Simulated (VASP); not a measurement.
Wanted: the native input for a VASP 6.6.1 run.

```
Task                   : relaxation of cell and atoms
Functional             : LDA
Potentials or basis    : VASP PAW LDA potentials, release 64 (Ti_sv, Al)
Cutoff                 : 600 eV
k mesh                 : 6 × 6 × 6
Occupations            : fermi-dirac, width 0.15 eV
Spin                   : no spin polarisation
Dipole correction      : no
Further INCAR settings : ALGO = Fast; EDIFF = 1e-06; IBRION = 2; EDIFFG = -0.001; NSW = 80; ISIF = 3
```

The structure of Ti3Al (vib) lies in POSCAR:

```
Ti3Al
1.0
    5.6159412359      0.0000000000      0.0000000000
   -2.8079706180      4.8635477765      0.0000000000
    0.0000000000      0.0000000000      4.5657584285
Ti Al
6 2
Direct
    0.8302898577      0.6605797155      0.2500000000
    0.1697101423      0.8302898577      0.7500000000
    0.3394202845      0.1697101423      0.2500000000
    0.1697101423      0.3394202845      0.7500000000
    0.8302898577      0.1697101423      0.2500000000
    0.6605797155      0.8302898577      0.7500000000
    0.3333333333      0.6666666667      0.2500000000
    0.6666666667      0.3333333333      0.7500000000
```

One way to write it, as run:

INCAR

```
SYSTEM = Ti3Al
PREC = Accurate
ENCUT = 600
EDIFF = 1E-6
ISMEAR = -1
SIGMA = 0.15
LREAL = .False.
LASPH = .True.
NELM = 80
ALGO = Fast
ISIF = 3
LWAVE = .False.
LCHARG = .False.
GGA = CA
IBRION = 2
NSW = 80
EDIFFG = -0.001
```

KPOINTS

```
Automatic mesh
0
Gamma
  6 6 6
  0 0 0
```

Potentials or basis: VASP PAW LDA potentials, release 64 (Ti_sv, Al).

The run is started by

```console
$ cat potpaw_LDA.64/Ti_sv/POTCAR potpaw_LDA.64/Al/POTCAR > POTCAR
$ mpirun -np 1 vasp_std > vasp.out
```

It gave:

| Quantity | Value |
| --- | --- |
| Relaxed volume | 15.65 Å³/atom |
| Relaxed cell | a = 5.626 Å, b = 5.626 Å, c = 4.566 Å, α = 90.00°, β = 90.00°, γ = 120.00° |
| Space group after relaxing (to 0.05 Å) | P6_3/mmc (No. 194) |
| Energy gained by relaxing | 0.1 meV/atom |
| Ionic steps | 20 |
| Pressure after relaxing | 0.0 GPa |
| Band gap on the k mesh | zero (band 39 reaches 8.71 eV, above the bottom of band 40 at 8.54 eV) |

It took 48 min on 1 thread of AMD EPYC 7R13 Processor (Zen 3), on a shared host, peak memory 0.3 GiB.
